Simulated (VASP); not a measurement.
# LuAsF6 (P1) in VASP: single point with PBEsol

Aim: the single point of LuAsF6 with PBEsol.

All numbers are computed with VASP 6.6.1; they aren't measurements. Logs are shortened: lines on timing, memory, paths and dates and some standing lists are left out, and cuts for length are marked.

### Step 1. The cell of the first run

The typed cell holds 8 atoms: a = 5.406 Å, b = 5.368 Å, c = 4.105 Å, α = 79.36°, β = 88.41°, γ = 101.73°.

### Step 2. Single point, PBEsol

The input, INCAR:

```
PREC = Accurate ; ENCUT = 520
EDIFF = 1E-6 ; ISMEAR = -1
SIGMA = 0.05 ; LREAL = False
LASPH = True ; NELM = 100
ALGO = Normal ; ISIF = 2
LWAVE = False ; LCHARG = False
GGA = PS ; NBANDS = 46
```

The input, KPOINTS:

```
regular mesh
0
Gamma
  4 4 4
```

The input, POSCAR:

```
LuAsF6
1.0
    4.2001006834      1.8801164316      2.8372023269
   -4.1493021284      1.5848723062      3.0136155468
   -0.2469248210     -3.1235078593      2.6528107318
Lu As F
1 1 6
Direct
   -0.1182983095      0.1116142675     -0.0641608605
    0.4415246222      0.4694519993      0.4061971343
    0.5362008274      0.2385503398      0.1942273684
    0.2578953075      0.1397851585      0.7229468979
    0.7734322103      0.4267155239      0.6236970029
    0.8588966062      0.9764463642      0.4629260807
    0.6161697434      0.7345168093      1.0292942048
    0.1487176200      0.4320969942      0.1286514484
```

Potentials or basis: VASP PAW PBE potentials, release 64 (Lu, As, F).

On the command line:

```sh
$ cat potpaw_PBE.64/Lu/POTCAR potpaw_PBE.64/As/POTCAR potpaw_PBE.64/F/POTCAR > POTCAR
$ mpirun -np 1 vasp_std > vasp.out
```

OUTCAR:

```text
PREC = Accurate
   ENCUT = 520
   EDIFF = 1E-6
   ISMEAR = -1
   LREAL = False
   LASPH = True
   NELM = 100
   ISIF = 2
   GGA = PS

 ion  position               nearest neighbor table
   1  0.882  0.112  0.936-   5 2.12   6 2.14   4 2.16   7 2.19   6 2.19   8 2.29   3 2.40
   2  0.442  0.469  0.406-   3 1.79   7 1.97   8 1.97   4 2.04   5 2.06
   3  0.536  0.239  0.194-   2 1.79   1 2.40
   4  0.258  0.140  0.723-   2 2.04   1 2.16
   5  0.773  0.427  0.624-   2 2.06   1 2.12
   6  0.859  0.976  0.463-   1 2.14   1 2.19
   7  0.616  0.735  0.029-   2 1.97   1 2.19
   8  0.149  0.432  0.129-   2 1.97   1 2.29

  LATTYP: Found a triclinic cell.
 ALAT       =     6.8785074708
 B/A-ratio  =     1.2985468414
 C/A-ratio  =     2.1725166973
 COS(alpha) =     0.0094930886
 COS(beta)  =     0.5946866633
 COS(gamma) =     0.7998567364

  Lattice vectors:

 A1 = (  -3.9531758624,   1.2433914277,  -5.4900130587)
 A2 = (  -8.1024779908,   2.8282637339,  -2.4763975119)
 A3 = (   4.5923532154,   1.1971546746, -14.1700548841)

Analysis of symmetry for initial positions (statically):
=====================================================================
 Subroutine PRICEL returns:
 Original cell was already a primitive cell.

 Routine SETGRP: Setting up the symmetry group for a
 triclinic supercell.

 Subroutine GETGRP returns: Found  1 space group operations
 (whereof  1 operations were pure point group operations)
 out of a pool of  2 trial point group operations.

The static configuration has the point symmetry C_1 .

Analysis of symmetry for dynamics (positions and initial velocities):
=====================================================================
 Subroutine PRICEL returns:
 Original cell was already a primitive cell.

 Routine SETGRP: Setting up the symmetry group for a
 triclinic supercell.

 Subroutine GETGRP returns: Found  1 space group operations
 (whereof  1 operations were pure point group operations)
 out of a pool of  2 trial point group operations.

The dynamic configuration has the point symmetry C_1 .

 Subroutine INISYM returns: Found  1 space group operations
 (whereof  1 operations are pure point group operations),
 and found     1 'primitive' translations

----------------------------------------------------------------------------------------

                                     Primitive cell

  volume of cell :     114.3720

  direct lattice vectors                    reciprocal lattice vectors
     4.200100683  1.880116432  2.837202327     0.119062484  0.089735022  0.116739398
    -4.149302128  1.584872306  3.013615547    -0.121092689  0.103544964  0.110645933
    -0.246924821 -3.123507859  2.652810732     0.010224044 -0.213600284  0.126410226

  length of vectors
     5.406052219  5.367532677  4.105444920     0.189357694  0.193978146  0.248413280

  position of ions in fractional coordinates (direct lattice)
     0.881701691  0.111614268  0.935839139
     0.441524622  0.469451999  0.406197134
     0.536200827  0.238550340  0.194227368
     0.257895308  0.139785158  0.722946898
     0.773432210  0.426715524  0.623697003
     0.858896606  0.976446364  0.462926081
     0.616169743  0.734516809  0.029294205
     0.148717620  0.432096994  0.128651448

  ion indices of the primitive-cell ions
   primitive index   ion index
                 1           1
                 2           2
                 3           3
                 4           4
                 5           5
                 6           6
                 7           7
                 8           8

----------------------------------------------------------------------------------------

 KPOINTS: regular mesh

Automatic generation of k-mesh.
 Grid dimensions read from file:
 generate k-points for:    4    4    4

 Generating k-lattice:

  Cartesian coordinates                     Fractional coordinates (reciprocal lattice)
     0.029765621  0.022433755  0.029184850     0.250000000  0.000000000  0.000000000
    -0.030273172  0.025886241  0.027661483     0.000000000  0.250000000  0.000000000
     0.002556011 -0.053400071  0.031602557     0.000000000  0.000000000  0.250000000

  Length of vectors
     0.047339423  0.048494537  0.062103320

  Shift w.r.t. Gamma in fractional coordinates (k-lattice)
     0.000000000  0.000000000  0.000000000

 Subroutine IBZKPT returns following result:
 ===========================================

 Found     36 irreducible k-points:

 Following reciprocal coordinates:
            Coordinates               Weight
  0.000000  0.000000  0.000000      1.000000
  0.250000  0.000000  0.000000      2.000000
  0.500000  0.000000  0.000000      1.000000
  0.000000  0.250000  0.000000      2.000000
  0.250000  0.250000 -0.000000      2.000000
  0.500000  0.250000  0.000000      2.000000
[... 16 lines left out ...]
 -0.000000 -0.250000  0.250000      2.000000
  0.250000 -0.250000  0.250000      2.000000
 [... further k-points ...]
   k-points           NKPTS =     36   k-points in BZ     NKDIM =     36   number of bands    NBANDS=     46
   number of dos      NEDOS =    301   number of ions     NIONS =      8
   total plane-waves  NPLWV =  51200
   dimension x,y,z NGX =    40 NGY =   40 NGZ =   32
   dimension x,y,z NGXF=    80 NGYF=   80 NGZF=   64
   ions per type =               1   1   6
   NGX,Y,Z   is equivalent  to a cutoff of  12.30, 12.39, 12.96 a.u.
   NGXF,Y,Z  is equivalent  to a cutoff of  24.60, 24.78, 25.92 a.u.
 SYSTEM =  unknown system
   PREC   = accura    normal or accurate (medium, high low for compatibility)
   ISTART =      0    job   : 0-new  1-cont  2-samecut
   ICHARG =      2    charge: 1-file 2-atom 10-const
   ISPIN  =      1    spin polarized calculation?
   LNONCOLLINEAR =      F non collinear calculations
   LSORBIT =      F    spin-orbit coupling
   LASPH  =      T    aspherical Exc in radial PAW
   ENCUT  =  520.0 eV  38.22 Ry    6.18 a.u.  10.05  9.98  7.63*2*pi/ulx,y,z
   NELM   =    100;   NELMIN=  2; NELMDL= -5     # of ELM steps
   EDIFF  = 0.1E-05   stopping-criterion for ELM
   LREAL  =      F    real-space projection
   EDIFFG = 0.1E-04   stopping-criterion for IOM
   NSW    =      0    number of steps for IOM
   IBRION =     -1    ionic relax: 0-MD 1-quasi-New 2-CG
   NFREE  =      0    steps in history (QN), initial steepest desc. (CG)
   ISIF   =      2    stress and relaxation
   ISYM   =      2    0-nonsym 1-usesym 2-fastsym
   POTIM  = 0.5000    time-step for ionic-motion
   TEBEG  =    0.0;   TEEND  =   0.0 temperature during run
   PSTRESS=    0.0 pullay stress
   NELECT =      72.0000    total number of electrons
   NUPDOWN=      -1.0000    fix difference up-down
   EMIN   =  10.00;   EMAX   =-10.00  energy-range for DOS
   EFERMI =   0.00;   METHOD = LEGACY
   ISMEAR =    -1;   SIGMA  =   0.05  broadening in eV -4-tet -1-fermi 0-gaus
   EFERMI_NEDOS =   21; number of points for ismear=-14 and -15
   IALGO  =     38    algorithm
   IMIX   =      4    mixing-type and parameters
     AMIX     =   0.40;   BMIX     =  1.00
     AMIX_MAG =   1.60;   BMIX_MAG =  1.00
  volume/ion in A,a.u.               =      14.30        96.48
  Fermi-wavevector in a.u.,A,eV,Ry     =   1.403069  2.651416 26.784467  1.968603
  Thomas-Fermi vector in A             =   2.525768
   LORBIT       =      0    0 simple, 1 ext, 2 COOP (PROOUT), +10 PAW based schemes
   GGA     = PS    functional components
   LHFCALC =     F    Hartree Fock is set to
   AEXX    =    0.0000 exact exchange contribution
   IVDW    =     0    specifies the selected vdW correction
   LEPSILON=     F    determine dielectric tensor
   LRPA    =     F    only Hartree local field effects (RPA)
 non-spin polarized calculation
  energy-cutoff  :      520.00
  volume of cell :      114.37
 maximum number of plane-waves:      3098
   NGX = 21   NGY = 19   NGZ = 15

 number of electron      72.0000018 magnetization

 Free energy of the ion-electron system (eV)
  ---------------------------------------------------
  ext. energy  EPLUGINS =         0.00000000
  ---------------------------------------------------
  free energy    TOTEN  =       -45.34975430 eV

  energy without entropy =      -45.34975430  energy(sigma->0) =      -45.34975430

 E-fermi :   0.0716     XC(G=0):  -9.5334

 val. band max:       -1.0778668377   @ k =   0.0000   0.5000   0.5000
 cond. band min:       4.1245029109   @ k =   0.5000   0.0000   0.0000
 fundamental gap:      5.2023697486
 Fermi energy:         0.0715782396

 k-point     1 :       0.0000    0.0000    0.0000
  band No.  band energies     occupation
      1     -54.2316      2.00000
      2     -25.4611      2.00000
      3     -25.4167      2.00000
      4     -25.0474      2.00000
      5     -23.9208      2.00000
      6     -22.5769      2.00000
[... 38 lines left out ...]
     45       9.0485      0.00000
     46      11.4797      0.00000

 k-point     2 :       0.2500    0.0000    0.0000
  band No.  band energies     occupation
      1     -54.2316      2.00000
      2     -25.4801      2.00000
      3     -25.4464      2.00000
      4     -25.0455      2.00000
      5     -23.8021      2.00000
      6     -22.5605      2.00000
[... 38 lines left out ...]
     45       8.9700      0.00000
     46      10.5599      0.00000

 k-point     3 :       0.5000    0.0000    0.0000
  band No.  band energies     occupation
      1     -54.2316      2.00000
      2     -25.5143      2.00000
      3     -25.4566      2.00000
      4     -25.0439      2.00000
      5     -23.6739      2.00000
      6     -22.5609      2.00000
[... 38 lines left out ...]
     45       9.1349      0.00000
     46       9.3936      0.00000

 k-point     4 :       0.0000    0.2500    0.0000
  band No.  band energies     occupation
      1     -54.2316      2.00000
      2     -25.4893      2.00000
      3     -25.4091      2.00000
      4     -25.0494      2.00000
      5     -23.8718      2.00000
      6     -22.5371      2.00000
[... 920 lines left out ...]
     45       9.3790      0.00000
     46      10.3578      0.00000

 k-point    23 :      -0.0000   -0.2500    0.2500
  band No.  band energies     occupation
      1     -54.2307      2.00000
      2     -25.4933      2.00000
      3     -25.4118      2.00000
      4     -25.2959      2.00000
      5     -23.7469      2.00000
      6     -22.5202      2.00000
[... 38 lines left out ...]
     45       9.2738      0.00000
     46      10.4605      0.00000

 k-point    24 :       0.2500   -0.2500    0.2500
  band No.  band energies     occupation
      1     -54.2307      2.00000
      2     -25.4884      2.00000
      3     -25.4180      2.00000
      4     -25.2809      2.00000
      5     -23.7984      2.00000
      6     -22.5795      2.00000
[... 38 lines left out ...]
     45       9.3810      0.00000
     46      10.5575      0.00000

 [... further k-points ...]

------------------------ aborting loop because EDIFF is reached ----------------------------------------

  FORCE on cell =-STRESS in cart. coord.  units (eV):
  Direction    XX          YY          ZZ          XY          YZ          ZX
  --------------------------------------------------------------------------------------
  -------------------------------------------------------------------------------------
  Total        0.3480316      0.3397574      0.2591149      0.0278023     -0.0960063     -0.1232711
  in kB        4.8753903      4.7594818      3.6298032      0.3894673     -1.3449012     -1.7268395
  external PRESSURE =       4.4215584 kB  Pullay stress =       0.0000000 kB

 VOLUME and BASIS-vectors are now :
 -----------------------------------------------------------------------------
  energy-cutoff  :      520.00
  volume of cell :      114.37
      direct lattice vectors                 reciprocal lattice vectors
     4.200100683  1.880116432  2.837202327     0.119062484  0.089735022  0.116739398
    -4.149302128  1.584872306  3.013615547    -0.121092689  0.103544964  0.110645933
    -0.246924821 -3.123507859  2.652810732     0.010224044 -0.213600284  0.126410226

 POSITION                                       TOTAL-FORCE (eV/Angst)
 -----------------------------------------------------------------------------------
      3.00903     -1.08850      5.32053        -0.000609     -0.038781      0.002319
     -0.19375      0.30538      3.74501        -0.191086     -0.083202      0.173947
      1.21432      0.77952      2.75546         0.180711      0.062998     -0.129157
      0.32466     -1.55172      3.07080         0.060923      0.032271      0.014772
      1.32392      0.18231      5.13489        -0.064457      0.054920     -0.002231
     -0.55843      1.71642      6.60755         0.028094     -0.037159     -0.013570
     -0.46699      2.23109      4.03946         0.006962     -0.002806     -0.041110
     -1.20004      0.56258      2.06540        -0.020539      0.011760     -0.004969
 -----------------------------------------------------------------------------------
    total drift:                               -0.002988     -0.001854     -0.001206

  FREE ENERGIE OF THE ION-ELECTRON SYSTEM (eV)
  ---------------------------------------------------
  free  energy   TOTEN  =       -45.3497543015 eV

  energy  without entropy=      -45.3497543014  energy(sigma->0) =      -45.34975430
```

It took 5.8 min on 1 thread of Intel Xeon 8259CL, shared host; peak memory 0.33 GiB.

Results:

```yaml
Free_energy: -45.3498 eV
Pressure: 0.4 GPa
Largest_force: 0.271 eV/Å
Band_gap_on_the_k_mesh: 5.20 eV (least direct gap 5.33 eV)
```

Forces in eV/Å, atoms in the order of the input:
```
Lu  -0.001 -0.039  0.002
As  -0.191 -0.083  0.174
F    0.181  0.063 -0.129
F    0.061  0.032  0.015
F   -0.064  0.055 -0.002
F    0.028 -0.037 -0.014
F    0.007 -0.003 -0.041
F   -0.021  0.012 -0.005
```

Stress tensor (GPa, compression positive):
```
 0.49  0.04 -0.17
 0.04  0.48 -0.13
-0.17 -0.13  0.36
```

Levels at points of the mesh, in eV from the valence-band top:
| k point | band 34 | band 35 | band 36 | band 37 | band 38 | band 39 |
| --- | --- | --- | --- | --- | --- | --- |
| (0.00, 0.00, 0.00) | -1.14 | -0.94 | -0.57 | 5.96 | 6.28 | 6.54 |
| (0.50, 0.00, 0.00) | -1.17 | -1.04 | -0.13 | 5.20 | 6.33 | 6.77 |
| (0.00, 0.50, 0.00) | -1.27 | -0.93 | -0.18 | 5.42 | 6.12 | 6.77 |
| (0.50, 0.50, 0.00) | -1.22 | -0.97 | -0.15 | 5.47 | 6.03 | 6.48 |
| (0.00, 0.00, 0.50) | -0.98 | -0.78 | -0.13 | 5.67 | 6.17 | 6.58 |
| (0.50, 0.00, 0.50) | -0.91 | -0.81 | -0.16 | 5.73 | 6.21 | 6.28 |
| (0.00, 0.50, 0.50) | -1.09 | -0.86 | 0.00 | 6.04 | 6.37 | 6.63 |
| (0.50, 0.50, 0.50) | -0.99 | -0.84 | -0.26 | 5.71 | 6.14 | 6.31 |

Caveat: the PAW data sets were made with another functional, which shifts forces and pressure a little; spin-orbit coupling is left out, which moves the levels of the heavy elements. A k mesh can miss the band edges.
